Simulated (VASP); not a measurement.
# AlN (F-43m) in VASP: single point with RPBE

Aim: the single point of AlN with RPBE.

All numbers are computed with VASP 6.6.1; they aren't measurements. Logs are shortened: lines on timing, memory, paths and dates and some standing lists are left out, and cuts for length are marked.

## 1. The cell of the first run

Symmetry: F-43m, No. 216, cubic system. The conventional cell has a = 4.368 Å, b = 4.368 Å, c = 4.368 Å, α = 90.00°, β = 90.00°, γ = 90.00°. Within 2.5 Å of Al (site symmetry -43m) lie 4 N at 1.89 Å. Within 2.5 Å of N (site symmetry -43m) lie 4 Al at 1.89 Å.

## 2. Single point, RPBE

INCAR reads:

```
SYSTEM = AlN
  ALGO = Normal
  EDIFF = 1E-7
  ENCUT = 520
  GGA = RP
  ISIF = 2
  ISMEAR = 0
  LASPH = .TRUE.
  LCHARG = .FALSE.
  LREAL = .FALSE.
  LWAVE = .FALSE.
  NBANDS = 11
  NELM = 100
  PREC = Accurate
  SIGMA = 0.01
```

KPOINTS reads:

```
k-points
0
G
  6 6 6
  0 0 0
```

POSCAR reads:

```
AlN
1.0
    0.0000000000      2.1839900000      2.1839900000
    2.1839900000      0.0000000000      2.1839900000
    2.1839900000      2.1839900000      0.0000000000
Al N
1 1
Direct
    0.0000000000      0.0000000000      0.0000000000
    0.7500000000      0.7500000000      0.7500000000
```

Potentials or basis: VASP PAW PBE potentials, release 64 (Al, N).

The run is started by

```console
> cat potpaw_PBE.64/Al/POTCAR potpaw_PBE.64/N/POTCAR > POTCAR
> mpirun -np 1 vasp_std > vasp.out
```

OUTCAR:

```text
SYSTEM = AlN
   EDIFF = 1E-7
   ENCUT = 520
   GGA = RP
   ISIF = 2
   ISMEAR = 0
   LASPH = .TRUE.
   LREAL = .FALSE.
   NELM = 100
   PREC = Accurate

 ion  position               nearest neighbor table
   1  0.000  0.000  0.000-   2 1.89   2 1.89   2 1.89   2 1.89
   2  0.750  0.750  0.750-   1 1.89   1 1.89   1 1.89   1 1.89

  LATTYP: Found a face centered cubic cell.
 ALAT       =     4.3679800000

  Lattice vectors:

 A1 = (   0.0000000000,   2.1839900000,   2.1839900000)
 A2 = (   2.1839900000,   0.0000000000,   2.1839900000)
 A3 = (   2.1839900000,   2.1839900000,   0.0000000000)

Analysis of symmetry for initial positions (statically):
=====================================================================
 Subroutine PRICEL returns:
 Original cell was already a primitive cell.

 Routine SETGRP: Setting up the symmetry group for a
 face centered cubic supercell.

 Subroutine GETGRP returns: Found 24 space group operations
 (whereof 24 operations were pure point group operations)
 out of a pool of 48 trial point group operations.

The static configuration has the point symmetry T_d .

Analysis of symmetry for dynamics (positions and initial velocities):
=====================================================================
 Subroutine PRICEL returns:
 Original cell was already a primitive cell.

 Routine SETGRP: Setting up the symmetry group for a
 face centered cubic supercell.

 Subroutine GETGRP returns: Found 24 space group operations
 (whereof 24 operations were pure point group operations)
 out of a pool of 48 trial point group operations.

The dynamic configuration has the point symmetry T_d .

 Subroutine INISYM returns: Found 24 space group operations
 (whereof 24 operations are pure point group operations),
 and found     1 'primitive' translations

----------------------------------------------------------------------------------------

                                     Primitive cell

  volume of cell :      20.8344

  direct lattice vectors                    reciprocal lattice vectors
     0.000000000  2.183990000  2.183990000    -0.228938777  0.228938777  0.228938777
     2.183990000  0.000000000  2.183990000     0.228938777 -0.228938777  0.228938777
     2.183990000  2.183990000  0.000000000     0.228938777  0.228938777 -0.228938777

  length of vectors
     3.088628278  3.088628278  3.088628278     0.396533594  0.396533594  0.396533594

  position of ions in fractional coordinates (direct lattice)
     0.000000000  0.000000000  0.000000000
     0.750000000  0.750000000  0.750000000

  ion indices of the primitive-cell ions
   primitive index   ion index
                 1           1
                 2           2

----------------------------------------------------------------------------------------

 KPOINTS: k-points

Automatic generation of k-mesh.
 Grid dimensions read from file:
 generate k-points for:    6    6    6

 Generating k-lattice:

  Cartesian coordinates                     Fractional coordinates (reciprocal lattice)
    -0.038156463  0.038156463  0.038156463     0.166666667  0.000000000  0.000000000
     0.038156463 -0.038156463  0.038156463     0.000000000  0.166666667  0.000000000
     0.038156463  0.038156463 -0.038156463     0.000000000  0.000000000  0.166666667

  Length of vectors
     0.066088932  0.066088932  0.066088932

  Shift w.r.t. Gamma in fractional coordinates (k-lattice)
     0.000000000  0.000000000  0.000000000

 Subroutine IBZKPT returns following result:
 ===========================================

 Found     16 irreducible k-points:

 Following reciprocal coordinates:
            Coordinates               Weight
  0.000000  0.000000  0.000000      1.000000
  0.166667  0.000000  0.000000      8.000000
  0.333333  0.000000  0.000000      8.000000
  0.500000  0.000000  0.000000      4.000000
  0.166667  0.166667  0.000000      6.000000
  0.333333  0.166667  0.000000     24.000000
[... 8 lines left out ...]
 -0.333333  0.333333  0.166667     24.000000
 -0.333333  0.500000  0.166667     12.000000
   k-points           NKPTS =     16   k-points in BZ     NKDIM =     16   number of bands    NBANDS=     11
   number of dos      NEDOS =    301   number of ions     NIONS =      2
   total plane-waves  NPLWV =  13824
   dimension x,y,z NGX =    24 NGY =   24 NGZ =   24
   dimension x,y,z NGXF=    48 NGYF=   48 NGZF=   48
   ions per type =               1   1
   NGX,Y,Z   is equivalent  to a cutoff of  12.92, 12.92, 12.92 a.u.
   NGXF,Y,Z  is equivalent  to a cutoff of  25.84, 25.84, 25.84 a.u.
 SYSTEM =  AlN
   PREC   = accura    normal or accurate (medium, high low for compatibility)
   ISTART =      0    job   : 0-new  1-cont  2-samecut
   ICHARG =      2    charge: 1-file 2-atom 10-const
   ISPIN  =      1    spin polarized calculation?
   LNONCOLLINEAR =      F non collinear calculations
   LSORBIT =      F    spin-orbit coupling
   LASPH  =      T    aspherical Exc in radial PAW
   ENCUT  =  520.0 eV  38.22 Ry    6.18 a.u.   5.74  5.74  5.74*2*pi/ulx,y,z
   NELM   =    100;   NELMIN=  2; NELMDL= -5     # of ELM steps
   EDIFF  = 0.1E-06   stopping-criterion for ELM
   LREAL  =      F    real-space projection
   EDIFFG = 0.1E-05   stopping-criterion for IOM
   NSW    =      0    number of steps for IOM
   IBRION =     -1    ionic relax: 0-MD 1-quasi-New 2-CG
   NFREE  =      0    steps in history (QN), initial steepest desc. (CG)
   ISIF   =      2    stress and relaxation
   ISYM   =      2    0-nonsym 1-usesym 2-fastsym
   POTIM  = 0.5000    time-step for ionic-motion
   TEBEG  =    0.0;   TEEND  =   0.0 temperature during run
   PSTRESS=    0.0 pullay stress
   NELECT =       8.0000    total number of electrons
   NUPDOWN=      -1.0000    fix difference up-down
   EMIN   =  10.00;   EMAX   =-10.00  energy-range for DOS
   EFERMI =   0.00;   METHOD = LEGACY
   ISMEAR =     0;   SIGMA  =   0.01  broadening in eV -4-tet -1-fermi 0-gaus
   EFERMI_NEDOS =   21; number of points for ismear=-14 and -15
   IALGO  =     38    algorithm
   IMIX   =      4    mixing-type and parameters
     AMIX     =   0.40;   BMIX     =  1.00
     AMIX_MAG =   1.60;   BMIX_MAG =  1.00
  volume/ion in A,a.u.               =      10.42        70.30
  Fermi-wavevector in a.u.,A,eV,Ry     =   1.189901  2.248587 19.264006  1.415865
  Thomas-Fermi vector in A             =   2.325998
   LORBIT       =      0    0 simple, 1 ext, 2 COOP (PROOUT), +10 PAW based schemes
   GGA     = RP    functional components
   LHFCALC =     F    Hartree Fock is set to
   AEXX    =    0.0000 exact exchange contribution
   IVDW    =     0    specifies the selected vdW correction
   LEPSILON=     F    determine dielectric tensor
   LRPA    =     F    only Hartree local field effects (RPA)
 non-spin polarized calculation
 Gauss-broadening in eV      SIGMA  =   0.01
  energy-cutoff  :      520.00
  volume of cell :       20.83
 maximum number of plane-waves:       568
   NGX = 11   NGY = 11   NGZ = 11

 number of electron       8.0000000 magnetization

 Free energy of the ion-electron system (eV)
  ---------------------------------------------------
  ext. energy  EPLUGINS =         0.00000000
  ---------------------------------------------------
  free energy    TOTEN  =       -14.11154029 eV

  energy without entropy =      -14.11154029  energy(sigma->0) =      -14.11154029

 E-fermi :   6.1355     XC(G=0): -10.8063

 val. band max:        6.0840874770   @ k =   0.0000   0.0000   0.0000
 cond. band min:       9.4455769661   @ k =   0.5000   0.5000   0.0000
 fundamental gap:      3.3614894891
 Fermi energy:         6.1355165701

 k-point     1 :       0.0000    0.0000    0.0000
  band No.  band energies     occupation
      1      -8.9379      2.00000
      2       6.0841      2.00000
      3       6.0841      2.00000
      4       6.0841      2.00000
      5      10.3157      0.00000
      6      18.7509      0.00000
      7      18.7509      0.00000
      8      18.7509      0.00000
      9      23.7916      0.00000
     10      23.7916      0.00000
     11      25.2434      0.00000

 k-point     2 :       0.1667    0.0000    0.0000
  band No.  band energies     occupation
      1      -8.5439      2.00000
      2       4.2376      2.00000
      3       5.9533      2.00000
      4       5.9533      2.00000
      5      11.7438      0.00000
      6      17.8418      0.00000
      7      18.9138      0.00000
      8      18.9138      0.00000
      9      22.0093      0.00000
     10      22.0093      0.00000
     11      23.8311      0.00000

 k-point     3 :       0.3333    0.0000    0.0000
  band No.  band energies     occupation
      1      -7.5695      2.00000
      2       1.5549      2.00000
      3       5.7165      2.00000
      4       5.7165      2.00000
      5      13.1617      0.00000
      6      16.5703      0.00000
      7      17.8937      0.00000
      8      17.8937      0.00000
      9      23.5400      0.00000
     10      23.6836      0.00000
     11      23.6836      0.00000

 k-point     4 :       0.5000    0.0000    0.0000
  band No.  band energies     occupation
      1      -6.9164      2.00000
      2       0.2616      2.00000
      3       5.6087      2.00000
      4       5.6087      2.00000
      5      13.5529      0.00000
      6      16.0096      0.00000
      7      17.3033      0.00000
      8      17.3033      0.00000
      9      24.2189      0.00000
     10      26.2969      0.00000
     11      26.2969      0.00000

 k-point     5 :       0.1667    0.1667    0.0000
  band No.  band energies     occupation
      1      -8.4141      2.00000
      2       4.3621      2.00000
      3       5.5703      2.00000
      4       5.5703      2.00000
      5      12.0206      0.00000
      6      17.3650      0.00000
      7      18.7497      0.00000
      8      19.4816      0.00000
      9      19.4816      0.00000
     10      24.6324      0.00000
     11      26.9367      0.00000
[... 99 lines left out ...]
 k-point    13 :       0.5000    0.5000    0.0000
  band No.  band energies     occupation
      1      -6.2905      2.00000
      2       1.2145      2.00000
      3       4.3220      2.00000
      4       4.3220      2.00000
      5       9.4456      0.00000
      6      14.8063      0.00000
      7      20.1772      0.00000
      8      21.9414      0.00000
      9      21.9414      0.00000
     10      29.6834      0.00000
     11      30.1479      0.00000

 k-point    14 :       0.5000    0.3333    0.1667
  band No.  band energies     occupation
      1      -6.8784      2.00000
      2       1.7911      2.00000
      3       3.7857      2.00000
      4       4.8768      2.00000
      5      12.5601      0.00000
      6      16.6226      0.00000
      7      17.0892      0.00000
      8      19.6699      0.00000
      9      21.9399      0.00000
     10      26.1341      0.00000
     11      29.2541      0.00000

 k-point    15 :      -0.3333    0.3333    0.1667
  band No.  band energies     occupation
      1      -6.4260      2.00000
      2       1.4898      2.00000
      3       3.1727      2.00000
      4       4.4507      2.00000
      5      12.6188      0.00000
      6      16.2518      0.00000
      7      18.2465      0.00000
      8      19.2838      0.00000
      9      23.0392      0.00000
     10      24.7545      0.00000
     11      30.2122      0.00000

 k-point    16 :      -0.3333    0.5000    0.1667
  band No.  band energies     occupation
      1      -6.2498      2.00000
      2       1.8026      2.00000
      3       3.3251      2.00000
      4       3.6011      2.00000
      5      11.3718      0.00000
      6      16.4986      0.00000
      7      19.1570      0.00000
      8      19.2356      0.00000
      9      22.7870      0.00000
     10      26.3752      0.00000
     11      30.7377      0.00000

------------------------ aborting loop because EDIFF is reached ----------------------------------------

  FORCE on cell =-STRESS in cart. coord.  units (eV):
  Direction    XX          YY          ZZ          XY          YZ          ZX
  --------------------------------------------------------------------------------------
  -------------------------------------------------------------------------------------
  Total        1.0221291      1.0221291      1.0221291      0.0000000      0.0000000      0.0000000
  in kB       78.6021482     78.6021482     78.6021482      0.0000000      0.0000000      0.0000000
  external PRESSURE =      78.6021482 kB  Pullay stress =       0.0000000 kB

 VOLUME and BASIS-vectors are now :
 -----------------------------------------------------------------------------
  energy-cutoff  :      520.00
  volume of cell :       20.83
      direct lattice vectors                 reciprocal lattice vectors
     0.000000000  2.183990000  2.183990000    -0.228938777  0.228938777  0.228938777
     2.183990000  0.000000000  2.183990000     0.228938777 -0.228938777  0.228938777
     2.183990000  2.183990000  0.000000000     0.228938777  0.228938777 -0.228938777

 POSITION                                       TOTAL-FORCE (eV/Angst)
 -----------------------------------------------------------------------------------
      0.00000      0.00000      0.00000         0.000000      0.000000      0.000000
      3.27599      3.27599      3.27599        -0.000000      0.000000     -0.000000
 -----------------------------------------------------------------------------------
    total drift:                               -0.000000     -0.000000     -0.000000

  FREE ENERGIE OF THE ION-ELECTRON SYSTEM (eV)
  ---------------------------------------------------
  free  energy   TOTEN  =       -14.1115402942 eV

  energy  without entropy=      -14.1115402942  energy(sigma->0) =      -14.11154029
```

Wall time 6 s (1 thread of Intel Xeon Platinum 8259CL at 2.50GHz (Skylake/Cascade Lake), shared host); peak memory 0.13 GiB.

Results:

| Item | Value |
| --- | --- |
| Free energy | -14.1115 eV |
| Pressure | 7.9 GPa |
| Band gap on the k mesh | 3.36 eV, indirect (least direct gap 4.23 eV) |

Caveat: the PAW data sets were made with another functional, which shifts forces and pressure a little.
